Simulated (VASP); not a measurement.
# Si: single point with PBE

Si:

```
CELL_PARAMETERS angstrom
3.89267 0.00000 0.00000
-1.94634 3.37116 0.00000
1.94634 -1.12372 3.14939
ATOMIC_POSITIONS crystal
Si 0.00039 0.99961 0.99884
Si 0.74961 0.25039 0.75116
```

| Quantity | Value |
| --- | --- |
| Program | VASP 6.6.1 |
| Task | single point |
| Functional | PBE |
| Potentials or basis | VASP PAW PBE potentials, release 64 (Si) |
| Cutoff | 520 eV |
| k mesh | 9 × 9 × 9 |
| Occupations | gaussian, width 0.02 eV |
| Spin | no spin polarisation |
| Dipole correction | no |
| Further INCAR settings | ALGO = Normal; EDIFF = 1e-06; NBANDS = 11 |

```json
{"Pressure": "-0.9 GPa", "Band gap on the k mesh": "0.59 eV, indirect (least direct gap 2.47 eV)"}
```

Stress tensor (GPa, compression positive):
```
-1.38  0.00  0.00
 0.00 -1.38  0.00
 0.00  0.00 -0.04
```

Levels at points of the mesh, in eV from the valence-band top:
```tsv
k point	band 1	band 2	band 3	band 4	band 5	band 6	band 7	band 8	band 9
(0.00, 0.00, 0.00)	-11.79	-0.08	-0.08	0.00	2.47	2.47	2.54	2.99	7.65
```

Wall time 16 s on 1 thread of Intel(R) Xeon(R) 6975P-C (Granite Rapids), with other jobs on the host, peak memory 0.17 GiB.

A k mesh can miss the band edges. Expect the measured gap to be larger: semilocal functionals such as PBE lack the derivative discontinuity.
